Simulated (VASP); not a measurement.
Write the native input for VASP 6.6.1 that does the following.

```
Task                   : single point
Functional             : PBE
Potentials or basis    : VASP PAW PBE potentials, release 64 (Zr_sv, S)
Cutoff                 : 500 eV
k mesh                 : 4 × 4 × 2
Occupations            : gaussian, width 0.01 eV
Spin                   : no spin polarisation
Dipole correction      : no
Further INCAR settings : ALGO = Normal; EDIFF = 1e-06; NBANDS = 19
```

The structure of ZrS2 lies in POSCAR:

```
ZrS2
1.0
    3.6913830000      0.0000000000      0.0000000000
   -1.8456910000      3.1968310000      0.0000000000
    0.0000000000      0.0000000000      6.0410770000
Zr S
1 2
Direct
    0.0000000000      0.0000000000      0.0000000000
    0.6666666667      0.3333333333      0.7620900000
    0.3333333333      0.6666666667      0.2379100000
```

These files were run (other wordings do the same):

INCAR

```
ALGO     = Normal         # electronic algorithm
EDIFF    = 1E-6           # SCF threshold, eV
ENCUT    = 500            # plane-wave cutoff, eV
GGA      = PE             # functional
GGA_COMPAT= F            
ISIF     = 2              # what is computed and relaxed
ISMEAR   = 0              # smearing method
LASPH    = T              # aspherical terms in the spheres
LCHARG   = F              # write CHGCAR
LREAL    = F              # projectors in reciprocal space
LWAVE    = F              # write WAVECAR
NBANDS   = 19             # bands
NELM     = 120            # most SCF steps
PREC     = Accurate       # precision mode
SIGMA    = 0.01           # smearing width, eV
```

KPOINTS

```
k-points
0
Gamma
  4 4 2
```

Potentials or basis: VASP PAW PBE potentials, release 64 (Zr_sv, S).

The run is started by

```console
$ cat potpaw_PBE.64/Zr_sv/POTCAR potpaw_PBE.64/S/POTCAR > POTCAR
$ mpirun -np 1 vasp_std > vasp.out
```

Results of the run:

```
Pressure               : 0.8 GPa
Largest force          : 0.026 eV/Å
Band gap on the k mesh : 1.05 eV, indirect (least direct gap 1.61 eV)
```

Caveat: the k points lie up to 0.52 Å⁻¹ apart; this functional lacks dispersion, which binds the layers, so the pressure and a relaxed spacing across them are unreliable.

Wall time 10 s on 1 thread of Intel(R) Xeon(R) Platinum 8488C (Sapphire Rapids), with other jobs on the host, peak memory 0.18 GiB.
